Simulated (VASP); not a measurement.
# NaCa18 in VASP: further runs, part 2 of 2

VASP 6.6.1. Earlier steps stand in the parts before.

**3. Single point, PBE+D3(BJ)**

Input file INCAR:

```
SYSTEM = NaCa18
  ALGO = Normal
  EDIFF = 1E-6
  ENCUT = 520
  GGA = PE
  ISIF = 2
  ISMEAR = 0
  IVDW = 12
  LASPH = .True.
  LCHARG = .True.
  LELF = .True.
  LREAL = Auto
  LVHAR = .True.
  LWAVE = .False.
  NBANDS = 108
  NELM = 80
  PREC = Accurate
  SIGMA = 0.15
```

Input file KPOINTS:

```
k-points
0
Gamma
  3 2 1
  0 0 0
```

Input file POSCAR:

```
NaCa18
1.0
    7.8913120000      0.0000000000      0.0000000000
    5.9184840000     10.2511150000      0.0000000000
    0.0000000000      0.0000000000     18.4432290000
Ca Na
18 1
Direct
    0.1666666504      0.1111111328      0.0542203862
    0.6666666504      0.1111111328      0.0542203862
    0.1666666748      0.4444444336      0.0542203862
    0.6666666748      0.4444444336      0.0542203862
    0.1666666260      0.7777778320      0.0542203862
    0.6666666260      0.7777778320      0.0542203862
   -0.1656168894      0.2198438902      0.2198957135
    0.3330811183      0.2218912772      0.2159169633
   -0.1656940522      0.5548004290      0.2188062622
    0.3350621863      0.5524329792      0.2187793688
   -0.1642096051      0.8880624205      0.2185547878
    0.3320188877      0.8884106753      0.2181799619
   -0.0008103119      0.0015460757      0.3885578821
    0.5010882180     -0.0018809661      0.3774784231
    0.0054194229      0.3292381365      0.3835423287
    0.4977640373      0.3280079289      0.3853924386
    0.0020314130      0.6641252195      0.3837762357
    0.5002071866      0.6650566304      0.3823204169
    0.3502711586      0.1780278536      0.5451386522
```

Potentials or basis: VASP PAW PBE potentials, release 64 (Ca_sv, Na_pv).

The run is started by

```
> cat potpaw_PBE.64/Ca_sv/POTCAR potpaw_PBE.64/Na_pv/POTCAR > POTCAR
> mpirun -np 1 vasp_std > vasp.out
```

OUTCAR:

```text
SYSTEM = NaCa18
   EDIFF = 1E-6
   ENCUT = 520
   GGA = PE
   ISIF = 2
   ISMEAR = 0
   IVDW = 12
   LASPH = .True.
   LREAL = Auto
   NELM = 80
   PREC = Accurate
 IVDW          = 12

 ion  position               nearest neighbor table
   1  0.167  0.111  0.054-
   2  0.667  0.111  0.054-
   3  0.167  0.444  0.054-
   4  0.667  0.444  0.054-
   5  0.167  0.778  0.054-
   6  0.667  0.778  0.054-
[... 11 lines left out ...]
  18  0.500  0.665  0.382-
  19  0.350  0.178  0.545-

  LATTYP: Found a simple monoclinic cell.
 ALAT       =     7.8913120000
 B/A-ratio  =     2.3371562295
 C/A-ratio  =     1.3228756566
 COS(beta)  =    -0.1889822364

  Lattice vectors:

 A1 = (   7.8913120000,   0.0000000000,   0.0000000000)
 A2 = (   0.0000000000,   0.0000000000, -18.4432290000)
 A3 = (  -1.9728280000,  10.2511150000,   0.0000000000)

Analysis of symmetry for initial positions (statically):
=====================================================================
 Subroutine PRICEL returns:
 Original cell was already a primitive cell.

 Routine SETGRP: Setting up the symmetry group for a
 simple monoclinic supercell.

 Subroutine GETGRP returns: Found  1 space group operations
 (whereof  1 operations were pure point group operations)
 out of a pool of  4 trial point group operations.

The static configuration has the point symmetry C_1 .

Analysis of symmetry for dynamics (positions and initial velocities):
=====================================================================
 Subroutine PRICEL returns:
 Original cell was already a primitive cell.

 Routine SETGRP: Setting up the symmetry group for a
 simple monoclinic supercell.

 Subroutine GETGRP returns: Found  1 space group operations
 (whereof  1 operations were pure point group operations)
 out of a pool of  4 trial point group operations.

The dynamic configuration has the point symmetry C_1 .

 Subroutine INISYM returns: Found  1 space group operations
 (whereof  1 operations are pure point group operations),
 and found     1 'primitive' translations

----------------------------------------------------------------------------------------

                                     Primitive cell

  volume of cell :    1491.9603

  direct lattice vectors                    reciprocal lattice vectors
     7.891312000  0.000000000  0.000000000     0.126721640 -0.073162773  0.000000000
     5.918484000 10.251115000  0.000000000     0.000000000  0.097550364  0.000000000
     0.000000000  0.000000000 18.443229000     0.000000000  0.000000000  0.054220440

  length of vectors
     7.891312000 11.836968007 18.443229000     0.146325546  0.097550364  0.054220440

  position of ions in fractional coordinates (direct lattice)
     0.166666650  0.111111133  0.054220386
     0.666666650  0.111111133  0.054220386
     0.166666675  0.444444434  0.054220386
     0.666666675  0.444444434  0.054220386
     0.166666626  0.777777832  0.054220386
     0.666666626  0.777777832  0.054220386
[... 11 lines left out ...]
     0.500207187  0.665056630  0.382320417
     0.350271159  0.178027854  0.545138652

  ion indices of the primitive-cell ions
[... 59 lines left out ...]
 -----------------------------------------------------------------------------

 Subroutine IBZKPT returns following result:
 ===========================================

 Found      4 irreducible k-points:

 Following reciprocal coordinates:
            Coordinates               Weight
  0.000000  0.000000  0.000000      1.000000
  0.333333  0.000000  0.000000      2.000000
  0.000000  0.500000  0.000000      1.000000
  0.333333  0.500000  0.000000      2.000000
   k-points           NKPTS =      4   k-points in BZ     NKDIM =      4   number of bands    NBANDS=    108
   number of dos      NEDOS =    301   number of ions     NIONS =     19
   total plane-waves  NPLWV = 756000
   dimension x,y,z NGX =    60 NGY =   90 NGZ =  140
   dimension x,y,z NGXF=   120 NGYF=  180 NGZF=  280
   ions per type =              18   1
   NGX,Y,Z   is equivalent  to a cutoff of  12.64, 12.64, 12.62 a.u.
   NGXF,Y,Z  is equivalent  to a cutoff of  25.28, 25.28, 25.24 a.u.
 SYSTEM =  NaCa18
   PREC   = accura    normal or accurate (medium, high low for compatibility)
   ISTART =      0    job   : 0-new  1-cont  2-samecut
   ICHARG =      2    charge: 1-file 2-atom 10-const
   ISPIN  =      1    spin polarized calculation?
   LNONCOLLINEAR =      F non collinear calculations
   LSORBIT =      F    spin-orbit coupling
   LASPH  =      T    aspherical Exc in radial PAW
   ENCUT  =  520.0 eV  38.22 Ry    6.18 a.u.  14.67 22.01 34.29*2*pi/ulx,y,z
   NELM   =     80;   NELMIN=  2; NELMDL= -5     # of ELM steps
   EDIFF  = 0.1E-05   stopping-criterion for ELM
   LREAL  =      T    real-space projection
   EDIFFG = 0.1E-04   stopping-criterion for IOM
   NSW    =      0    number of steps for IOM
[... 5 lines left out ...]
   TEBEG  =    0.0;   TEEND  =   0.0 temperature during run
   PSTRESS=    0.0 pullay stress
   NELECT =     187.0000    total number of electrons
   NUPDOWN=      -1.0000    fix difference up-down
   EMIN   =  10.00;   EMAX   =-10.00  energy-range for DOS
   EFERMI =   0.00;   METHOD = LEGACY
   ISMEAR =     0;   SIGMA  =   0.15  broadening in eV -4-tet -1-fermi 0-gaus
   EFERMI_NEDOS =   21; number of points for ismear=-14 and -15
   IALGO  =     38    algorithm
   IMIX   =      4    mixing-type and parameters
     AMIX     =   0.40;   BMIX     =  1.00
     AMIX_MAG =   1.60;   BMIX_MAG =  1.00
  volume/ion in A,a.u.               =      78.52       529.91
  Fermi-wavevector in a.u.,A,eV,Ry     =   0.819287  1.548229  9.132664  0.671232
  Thomas-Fermi vector in A             =   1.930065
   LORBIT       =      0    0 simple, 1 ext, 2 COOP (PROOUT), +10 PAW based schemes
   GGA     = PE    functional components
   LHFCALC =     F    Hartree Fock is set to
   AEXX    =    0.0000 exact exchange contribution
   IVDW    =    12    specifies the selected vdW correction
   LEPSILON=     F    determine dielectric tensor
   LRPA    =     F    only Hartree local field effects (RPA)
 non-spin polarized calculation
 Gauss-broadening in eV      SIGMA  =   0.15
  energy-cutoff  :      520.00
  volume of cell :     1491.96
 maximum number of plane-waves:     40201
 NGX is ok and might be reduce to    60
   NGX = 29   NGY = 45   NGZ = 69

 number of electron     186.9999999 magnetization

 Free energy of the ion-electron system (eV)
  ---------------------------------------------------
  ext. energy  EPLUGINS =         0.00000000
  ---------------------------------------------------
  free energy    TOTEN  =       -31.46880945 eV

  energy without entropy =      -31.15448364  energy(sigma->0) =      -31.31164654

 E-fermi :  -0.1316     XC(G=0):  -4.9452

 val. band max:       -0.1542796558   @ k =   0.3333   0.5000   0.0000
 cond. band min:      -0.1149533631   @ k =   0.0000   0.5000   0.0000
 fundamental gap:      0.0393262928
 Fermi energy:        -0.1316319796

 k-point     1 :       0.0000    0.0000    0.0000
  band No.  band energies     occupation
      1     -42.6164      2.00000
      2     -42.6100      2.00000
      3     -42.6085      2.00000
      4     -42.5725      2.00000
      5     -42.5678      2.00000
      6     -42.5633      2.00000
[... 421 lines left out ...]
    104       0.4664      0.00000
    105       0.4834      0.00000
 [bands above 105 left out]

------------------------ aborting loop because EDIFF is reached ----------------------------------------

 Edisp (eV)   -3.23349

 E8    (eV) :    -1.6807

  FORCE on cell =-STRESS in cart. coord.  units (eV):
  Direction    XX          YY          ZZ          XY          YZ          ZX
  --------------------------------------------------------------------------------------
  -------------------------------------------------------------------------------------
  Total      -4.19679    -4.06206    -0.00167    -0.03006     0.25210     0.03918
  in kB      -4.50682    -4.36214    -0.00180    -0.03228     0.27072     0.04207
  external pressure =       -2.96 kB  Pullay stress =        0.00 kB

 VOLUME and BASIS-vectors are now :
 -----------------------------------------------------------------------------
  energy-cutoff  :      520.00
  volume of cell :     1491.96
      direct lattice vectors                 reciprocal lattice vectors
     7.891312000  0.000000000  0.000000000     0.126721640 -0.073162773  0.000000000
     5.918484000 10.251115000  0.000000000     0.000000000  0.097550364  0.000000000
     0.000000000  0.000000000 18.443229000     0.000000000  0.000000000  0.054220440

 POSITION                                       TOTAL-FORCE (eV/Angst)
 -----------------------------------------------------------------------------------
      1.97283      1.13901      1.00000        -0.005557     -0.002888     -0.041325
      5.91848      1.13901      1.00000         0.001465     -0.004266     -0.031588
      3.94566      4.55605      1.00000        -0.001295      0.002313     -0.043065
      7.89131      4.55605      1.00000         0.001978     -0.029702      0.040112
      5.91848      7.97309      1.00000        -0.002857     -0.009639      0.025045
      9.86414      7.97309      1.00000         0.003616      0.022875      0.020837
[... 11 lines left out ...]
      7.88342      6.81757      7.05122         0.000380     -0.004498      0.003008
      3.81775      1.82498     10.05412         0.001974      0.040180     -0.027186
 -----------------------------------------------------------------------------------
    total drift:                                0.000861      0.000958      0.001204

  FREE ENERGIE OF THE ION-ELECTRON SYSTEM (eV)
  ---------------------------------------------------
  free  energy   TOTEN  =       -34.7022959759 eV

  energy  without entropy=      -34.3879701575  energy(sigma->0) =      -34.54513307
```

Wall time 29 min (1 thread of Intel Xeon Platinum 8259CL at 2.50GHz (Skylake/Cascade Lake), shared host); peak memory 1.5 GiB.

Results:

| Property | Result |
| --- | --- |
| Free energy | -34.7023 eV |
| Largest force | 0.050 eV/Å |
| Band gap on the k mesh | zero (an odd number of electrons rules out a gap without spin polarisation) |
| Dispersion energy per atom | -0.170 eV |

Forces on the atoms (eV/Å):
```
Ca  -0.006 -0.003 -0.041
Ca   0.001 -0.004 -0.032
Ca  -0.001  0.002 -0.043
Ca   0.002 -0.030  0.040
Ca  -0.003 -0.010  0.025
Ca   0.004  0.023  0.021
Ca  -0.002 -0.002  0.001
Ca  -0.001  0.004 -0.009
Ca   0.002  0.002  0.001
Ca  -0.001 -0.003  0.003
Ca   0.010 -0.003 -0.006
Ca  -0.014  0.000 -0.008
Ca   0.008 -0.004  0.010
Ca  -0.004  0.018  0.026
Ca   0.013 -0.013  0.019
Ca  -0.007 -0.004  0.011
Ca  -0.005 -0.008  0.004
Ca   0.000 -0.004  0.003
Na   0.002  0.040 -0.027
```

Levels at points of the mesh, in eV from the Fermi level:
| k point | band 92 | band 93 | band 94 | band 95 | band 96 | band 97 |
| --- | --- | --- | --- | --- | --- | --- |
| (0.00, 0.00, 0.00) | -0.24 | -0.03 | -0.03 | 0.02 | 0.15 | 0.17 |
| (0.00, 0.50, 0.00) | -0.29 | -0.03 | -0.03 | 0.02 | 0.03 | 0.09 |
